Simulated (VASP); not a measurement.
# HfO2: single point with LDA

The system is HfO2.

```
CELL_PARAMETERS angstrom
0.00000 2.46811 2.46811
2.46811 0.00000 2.46811
2.46811 2.46811 0.00000
ATOMIC_POSITIONS crystal
Hf 0.00000 0.00000 0.00000
O 0.25000 0.25000 0.25000
O 0.75000 0.75000 0.75000
```

- Program: VASP 6.6.1
- Task: single point
- Functional: LDA
- Potentials or basis: VASP PAW LDA potentials, release 64 (Hf_pv, O)
- Cutoff: 520 eV
- k mesh: 8 × 8 × 8
- Occupations: gaussian, width 0.01 eV
- Spin: no spin polarisation

The pressure is 8.5 GPa. The band gap on the k mesh is 3.80 eV, direct.

Levels at points of the mesh, in eV from the valence-band top:
```
           k point  band 8  band 9  band 10  band 11  band 12  band 13  band 14  band 15
(0.00, 0.00, 0.00)   -5.92   -0.65    -0.65    -0.65     3.86     3.86     6.34    11.41
(0.50, 0.00, 0.00)   -3.18   -2.94    -1.93    -1.93     4.71     4.71     7.72     9.05
(0.50, 0.50, 0.00)   -3.65   -1.69    -1.69     0.00     3.80     5.75     7.36     8.81
```

Wall time 14 s on 1 thread of Intel(R) Xeon(R) Platinum 8259CL CPU @ 2.50GHz (Skylake/Cascade Lake) (shared host), peak memory 0.15 GiB.

Caveat: spin-orbit coupling is left out, which moves the levels of the heavy elements. A k mesh can miss the band edges.
